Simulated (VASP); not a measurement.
The system is Pb.

```xyz
1
Lattice="0.0000 2.4416 2.4416 2.4416 0.0000 2.4416 2.4416 2.4416 0.0000" Properties=species:S:1:pos:R:3 pbc="T T T"
Pb    0.0000    0.0000    0.0000
```

Base run:

```yaml
Program: VASP 6.6.1
Functional: BLYP
Potentials_or_basis: VASP PAW PBE potentials, release 64 (Pb_d)
Cutoff: 520 eV
k_mesh: 9 × 9 × 9
Occupations: fermi-dirac, width 0.05 eV
Spin: no spin polarisation
```

Its results: band gap on the k mesh zero (band 7 reaches 15.82 eV, above the bottom of band 8 at 6.67 eV); pressure 8.6 GPa.

Task: After a change of settings the same cell gave: band gap on the k mesh zero (band 7 reaches 16.63 eV, above the bottom of band 8 at 5.48 eV); pressure 4.3 GPa. Which change was it?
A. functional from BLYP to r2SCAN; further incar settings from ALGO = Normal; EDIFF = 1e-07; NBANDS = 13 to ALGO = Normal; EDIFF = 1e-06; NBANDS = 13
B. functional from BLYP to RPBE; dispersion from none to D3(BJ)
C. functional from BLYP to PBE0; k mesh from 9 × 9 × 9 to 6 × 6 × 6
D. functional from BLYP to r2SCAN; dispersion from none to rVV10

Result: C.

Caveats: some runs use coarse meshes; the PAW data sets were made with another functional, which shifts forces and pressure a little; spin-orbit coupling is left out, which moves the levels of the heavy elements.
